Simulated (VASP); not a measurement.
# BaTe (CsCl type) (Pm-3m) in VASP: further runs

BaTe (CsCl type) is run at these levels: PBE; tasks: single point, relaxation of cell and atoms.

Program: VASP 6.6.1. These are calculated values, not measurements. Logs are shortened: lines on timing, memory, paths and dates and some standing lists are left out, and cuts for length are marked.

**1. The cell of the first run**

It takes space group Pm-3m (No. 221, cubic). The conventional cell has a = 4.270 Å, b = 4.270 Å, c = 4.270 Å, α = 90.00°, β = 90.00°, γ = 90.00°. Within 4.9 Å of Ba (site symmetry m-3m) lie 8 Te at 3.70 Å and 6 Ba at 4.27 Å. Within 4.9 Å of Te (site symmetry m-3m) lie 8 Ba at 3.70 Å and 6 Te at 4.27 Å.

**2. Single point, PBE (38.94 Å³/atom)**

File INCAR:

```
ALGO = Normal
EDIFF = 1E-6
ENCUT = 520
GGA = PE
ISIF = 2
ISMEAR = -1
LASPH = T
LCHARG = F
LREAL = F
LWAVE = F
NBANDS = 15
NELM = 100
PREC = Accurate
SIGMA = 0.05
```

File KPOINTS:

```
k-points
0
Gamma
  9 9 9
```

File POSCAR:

```
BaTe
1.0
    4.2704527269      0.0000000000      0.0000000000
    0.0000000000      4.2704527269      0.0000000000
    0.0000000000      0.0000000000      4.2704527269
Ba Te
1 1
Direct
    0.0000000000      0.0000000000      0.0000000000
    0.5000000000      0.5000000000      0.5000000000
```

Potentials or basis: VASP PAW PBE potentials, release 64 (Ba_sv, Te).

The run is started by

```sh
$ cat potpaw_PBE.64/Ba_sv/POTCAR potpaw_PBE.64/Te/POTCAR > POTCAR
$ mpirun -np 1 vasp_std > vasp.out
```

OUTCAR:

```text
EDIFF = 1E-6
   ENCUT = 520
   GGA = PE
   ISIF = 2
   ISMEAR = -1
   LASPH = T
   LREAL = F
   NELM = 100
   PREC = Accurate

 ion  position               nearest neighbor table
   1  0.000  0.000  0.000-   2 3.70   2 3.70   2 3.70   2 3.70   2 3.70   2 3.70   2 3.70   2 3.70

   2  0.500  0.500  0.500-   1 3.70   1 3.70   1 3.70   1 3.70   1 3.70   1 3.70   1 3.70   1 3.70

  LATTYP: Found a simple cubic cell.
 ALAT       =     4.2704527269

  Lattice vectors:

 A1 = (   4.2704527269,   0.0000000000,   0.0000000000)
 A2 = (   0.0000000000,   4.2704527269,   0.0000000000)
 A3 = (   0.0000000000,   0.0000000000,   4.2704527269)

Analysis of symmetry for initial positions (statically):
=====================================================================
 Subroutine PRICEL returns:
 Original cell was already a primitive cell.

 Routine SETGRP: Setting up the symmetry group for a
 simple cubic supercell.

 Subroutine GETGRP returns: Found 48 space group operations
 (whereof 48 operations were pure point group operations)
 out of a pool of 48 trial point group operations.

The static configuration has the point symmetry O_h .

Analysis of symmetry for dynamics (positions and initial velocities):
=====================================================================
 Subroutine PRICEL returns:
 Original cell was already a primitive cell.

 Routine SETGRP: Setting up the symmetry group for a
 simple cubic supercell.

 Subroutine GETGRP returns: Found 48 space group operations
 (whereof 48 operations were pure point group operations)
 out of a pool of 48 trial point group operations.

The dynamic configuration has the point symmetry O_h .

 Subroutine INISYM returns: Found 48 space group operations
 (whereof 48 operations are pure point group operations),
 and found     1 'primitive' translations

----------------------------------------------------------------------------------------

                                     Primitive cell

  volume of cell :      77.8792

  direct lattice vectors                    reciprocal lattice vectors
     4.270452727  0.000000000  0.000000000     0.234167210  0.000000000  0.000000000
     0.000000000  4.270452727  0.000000000     0.000000000  0.234167210  0.000000000
     0.000000000  0.000000000  4.270452727     0.000000000  0.000000000  0.234167210

  length of vectors
     4.270452727  4.270452727  4.270452727     0.234167210  0.234167210  0.234167210

  position of ions in fractional coordinates (direct lattice)
     0.000000000  0.000000000  0.000000000
     0.500000000  0.500000000  0.500000000

  ion indices of the primitive-cell ions
   primitive index   ion index
                 1           1
                 2           2

----------------------------------------------------------------------------------------

 KPOINTS: k-points

Automatic generation of k-mesh.
 Grid dimensions read from file:
 generate k-points for:    9    9    9

 Generating k-lattice:

  Cartesian coordinates                     Fractional coordinates (reciprocal lattice)
     0.026018579  0.000000000  0.000000000     0.111111111  0.000000000  0.000000000
     0.000000000  0.026018579  0.000000000     0.000000000  0.111111111  0.000000000
     0.000000000  0.000000000  0.026018579     0.000000000  0.000000000  0.111111111

  Length of vectors
     0.026018579  0.026018579  0.026018579

  Shift w.r.t. Gamma in fractional coordinates (k-lattice)
     0.000000000  0.000000000  0.000000000

 Subroutine IBZKPT returns following result:
 ===========================================

 Found     35 irreducible k-points:

 Following reciprocal coordinates:
            Coordinates               Weight
  0.000000  0.000000  0.000000      1.000000
  0.111111  0.000000  0.000000      6.000000
  0.222222  0.000000  0.000000      6.000000
  0.333333  0.000000  0.000000      6.000000
  0.444444  0.000000  0.000000      6.000000
  0.111111  0.111111  0.000000     12.000000
[... 16 lines left out ...]
  0.333333  0.333333  0.111111     24.000000
  0.444444  0.333333  0.111111     48.000000
 [... further k-points ...]
   k-points           NKPTS =     35   k-points in BZ     NKDIM =     35   number of bands    NBANDS=     15
   number of dos      NEDOS =    301   number of ions     NIONS =      2
   total plane-waves  NPLWV =  32768
   dimension x,y,z NGX =    32 NGY =   32 NGZ =   32
   dimension x,y,z NGXF=    64 NGYF=   64 NGZF=   64
   ions per type =               1   1
   NGX,Y,Z   is equivalent  to a cutoff of  12.46, 12.46, 12.46 a.u.
   NGXF,Y,Z  is equivalent  to a cutoff of  24.91, 24.91, 24.91 a.u.
 SYSTEM =  unknown system
   PREC   = accura    normal or accurate (medium, high low for compatibility)
   ISTART =      0    job   : 0-new  1-cont  2-samecut
   ICHARG =      2    charge: 1-file 2-atom 10-const
   ISPIN  =      1    spin polarized calculation?
   LNONCOLLINEAR =      F non collinear calculations
   LSORBIT =      F    spin-orbit coupling
   LASPH  =      T    aspherical Exc in radial PAW
   ENCUT  =  520.0 eV  38.22 Ry    6.18 a.u.   7.94  7.94  7.94*2*pi/ulx,y,z
   NELM   =    100;   NELMIN=  2; NELMDL= -5     # of ELM steps
   EDIFF  = 0.1E-05   stopping-criterion for ELM
   LREAL  =      F    real-space projection
   EDIFFG = 0.1E-04   stopping-criterion for IOM
   NSW    =      0    number of steps for IOM
   IBRION =     -1    ionic relax: 0-MD 1-quasi-New 2-CG
   NFREE  =      0    steps in history (QN), initial steepest desc. (CG)
   ISIF   =      2    stress and relaxation
   ISYM   =      2    0-nonsym 1-usesym 2-fastsym
   POTIM  = 0.5000    time-step for ionic-motion
   TEBEG  =    0.0;   TEEND  =   0.0 temperature during run
   PSTRESS=    0.0 pullay stress
   NELECT =      16.0000    total number of electrons
   NUPDOWN=      -1.0000    fix difference up-down
   EMIN   =  10.00;   EMAX   =-10.00  energy-range for DOS
   EFERMI =   0.00;   METHOD = LEGACY
   ISMEAR =    -1;   SIGMA  =   0.05  broadening in eV -4-tet -1-fermi 0-gaus
   EFERMI_NEDOS =   21; number of points for ismear=-14 and -15
   IALGO  =     38    algorithm
   IMIX   =      4    mixing-type and parameters
     AMIX     =   0.40;   BMIX     =  1.00
     AMIX_MAG =   1.60;   BMIX_MAG =  1.00
  volume/ion in A,a.u.               =      38.94       262.78
  Fermi-wavevector in a.u.,A,eV,Ry     =   0.965994  1.825463 12.696189  0.933144
  Thomas-Fermi vector in A             =   2.095757
   LORBIT       =      0    0 simple, 1 ext, 2 COOP (PROOUT), +10 PAW based schemes
   GGA     = PE    functional components
   LHFCALC =     F    Hartree Fock is set to
   AEXX    =    0.0000 exact exchange contribution
   IVDW    =     0    specifies the selected vdW correction
   LEPSILON=     F    determine dielectric tensor
   LRPA    =     F    only Hartree local field effects (RPA)
 non-spin polarized calculation
  energy-cutoff  :      520.00
  volume of cell :       77.88
 maximum number of plane-waves:      2116
 NGX is ok and might be reduce to    32
   NGX = 15   NGY = 15   NGZ = 15

 number of electron      16.0000000 magnetization

 Free energy of the ion-electron system (eV)
  ---------------------------------------------------
  ext. energy  EPLUGINS =         0.00000000
  ---------------------------------------------------
  free energy    TOTEN  =        -8.29302281 eV

  energy without entropy =       -8.29301989  energy(sigma->0) =       -8.29302135

 E-fermi :   4.1590     XC(G=0):  -8.7611

 val. band max:        3.6903677591   @ k =   0.4444   0.4444   0.0000
 cond. band min:       4.5660447563   @ k =   0.0000   0.0000   0.0000
 fundamental gap:      0.8756769972
 Fermi energy:         4.1590051541

 k-point     1 :       0.0000    0.0000    0.0000
  band No.  band energies     occupation
      1     -24.3685      2.00000
      2      -9.4025      2.00000
      3      -9.4025      2.00000
      4      -9.4025      2.00000
      5      -6.5870      2.00000
      6       3.3881      2.00000
      7       3.3881      2.00000
      8       3.3881      2.00000
      9       4.5660      0.00058
     10       4.5660      0.00058
     11       6.0974      0.00000
     12       8.2889      0.00000
     13       8.2889      0.00000
     14       8.2889      0.00000
     15      12.1778      0.00000

 k-point     2 :       0.1111    0.0000    0.0000
  band No.  band energies     occupation
      1     -24.3656      2.00000
      2      -9.4743      2.00000
      3      -9.3968      2.00000
      4      -9.3968      2.00000
      5      -6.5005      2.00000
      6       2.7263      2.00000
      7       3.3300      2.00000
      8       3.3300      2.00000
      9       4.6350      0.00015
     10       5.0197      0.00000
     11       6.6184      0.00000
     12       8.3289      0.00000
     13       8.3339      0.00000
     14       8.3339      0.00000
     15      11.3849      0.00000

 k-point     3 :       0.2222    0.0000    0.0000
  band No.  band energies     occupation
      1     -24.3581      2.00000
      2      -9.6428      2.00000
      3      -9.3824      2.00000
      4      -9.3824      2.00000
      5      -6.2867      2.00000
      6       1.7316      2.00000
      7       3.1847      2.00000
      8       3.1847      2.00000
      9       4.8291      0.00000
     10       5.8592      0.00000
     11       7.6341      0.00000
     12       8.4358      0.00000
     13       8.4995      0.00000
     14       8.4995      0.00000
     15      10.2300      0.00000
[... 343 lines left out ...]
 k-point    23 :       0.3333    0.3333    0.1111
  band No.  band energies     occupation
      1     -24.3287      2.00000
      2      -9.7127      2.00000
      3      -9.6526      2.00000
      4      -9.3824      2.00000
      5      -5.9785      2.00000
      6       1.4287      2.00000
      7       1.8620      2.00000
      8       2.9836      2.00000
      9       5.6699      0.00000
     10       6.9206      0.00000
     11       6.9602      0.00000
     12       7.9356      0.00000
     13       8.3734      0.00000
     14       9.7335      0.00000
     15      11.8408      0.00000

 k-point    24 :       0.4444    0.3333    0.1111
  band No.  band energies     occupation
      1     -24.3234      2.00000
      2      -9.7707      2.00000
      3      -9.6463      2.00000
      4      -9.3721      2.00000
      5      -5.9668      2.00000
      6       1.3323      2.00000
      7       1.8294      2.00000
      8       3.1016      2.00000
      9       5.4519      0.00000
     10       6.6721      0.00000
     11       6.9308      0.00000
     12       7.8864      0.00000
     13       8.8954      0.00000
     14      10.0158      0.00000
     15      11.5025      0.00000

 [... further k-points ...]

------------------------ aborting loop because EDIFF is reached ----------------------------------------

  FORCE on cell =-STRESS in cart. coord.  units (eV):
  Direction    XX          YY          ZZ          XY          YZ          ZX
  --------------------------------------------------------------------------------------
  -------------------------------------------------------------------------------------
  Total       -0.0697124     -0.0697124     -0.0697124      0.0000000     -0.0000000     -0.0000000
  in kB       -1.4341651     -1.4341651     -1.4341651      0.0000000     -0.0000000     -0.0000000
  external PRESSURE =      -1.4341651 kB  Pullay stress =       0.0000000 kB

 VOLUME and BASIS-vectors are now :
 -----------------------------------------------------------------------------
  energy-cutoff  :      520.00
  volume of cell :       77.88
      direct lattice vectors                 reciprocal lattice vectors
     4.270452727  0.000000000  0.000000000     0.234167210  0.000000000  0.000000000
     0.000000000  4.270452727  0.000000000     0.000000000  0.234167210  0.000000000
     0.000000000  0.000000000  4.270452727     0.000000000  0.000000000  0.234167210

 POSITION                                       TOTAL-FORCE (eV/Angst)
 -----------------------------------------------------------------------------------
      0.00000      0.00000      0.00000         0.000000      0.000000      0.000000
      2.13523      2.13523      2.13523         0.000000      0.000000      0.000000
 -----------------------------------------------------------------------------------
    total drift:                                0.000000      0.000000     -0.000000

  FREE ENERGIE OF THE ION-ELECTRON SYSTEM (eV)
  ---------------------------------------------------
  free  energy   TOTEN  =        -8.2930228146 eV

  energy  without entropy=       -8.2930198950  energy(sigma->0) =       -8.29302135
```

Wall time 24 s (1 thread of Intel Xeon Platinum 8259CL at 2.50GHz (Skylake/Cascade Lake), shared host); peak memory 0.2 GiB.

What came out:

| Quantity | Value |
| --- | --- |
| Free energy | -8.2930 eV |
| Pressure | -0.1 GPa |
| Band gap on the k mesh | 0.88 eV (least direct gap 1.18 eV) |

Caveat: spin-orbit coupling is left out, which moves the levels of the heavy elements; an odd mesh through Γ misses points on the zone boundary, where band edges can lie.

**3. Single point, PBE (40.47 Å³/atom)**

This run uses another cell than the first one, of 40.47 Å³/atom.

File INCAR:

```
PREC = Accurate
ENCUT = 520
EDIFF = 1E-7
ISMEAR = -1
SIGMA = 0.05
LREAL = F
LASPH = T
NELM = 100
ALGO = Normal
ISIF = 2
LWAVE = F
LCHARG = T
GGA = PE
LELF = T
LVHAR = T
NBANDS = 15
```

File KPOINTS:

```
regular mesh
0
Gamma
  9 9 9
```

File POSCAR:

```
BaTe
1.0
    4.3255614209      0.0000000000      0.0000000000
    0.0000000000      4.3255614209      0.0000000000
    0.0000000000      0.0000000000      4.3255614209
Ba Te
1 1
Direct
    0.0000000000      0.0000000000      0.0000000000
    0.5000000000      0.5000000000      0.5000000000
```

Potentials or basis: VASP PAW PBE potentials, release 64 (Ba_sv, Te).

The run is started by

```sh
$ cat potpaw_PBE.64/Ba_sv/POTCAR potpaw_PBE.64/Te/POTCAR > POTCAR
$ mpirun -np 1 vasp_std > vasp.out
```

Run time: 39 s. Hardware: 1 thread of Intel Xeon Platinum 8259CL at 2.50GHz (Skylake/Cascade Lake), shared host; peak memory 0.2 GiB.

Results (log left out):

```
Free energy            : -8.2795 eV
Pressure               : -1.2 GPa
Band gap on the k mesh : 0.95 eV (least direct gap 1.21 eV)
```

Levels at points of the mesh, in eV from the valence-band top:
```tsv
k point	band 5	band 6	band 7	band 8	band 9	band 10	band 11	band 12
(0.00, 0.00, 0.00)	-10.16	-0.31	-0.31	-0.31	0.95	0.95	2.20	4.50
```

Caveat: spin-orbit coupling is left out, which moves the levels of the heavy elements; an odd mesh through Γ misses points on the zone boundary, where band edges can lie.

(Part 1 of 2 ends here.)
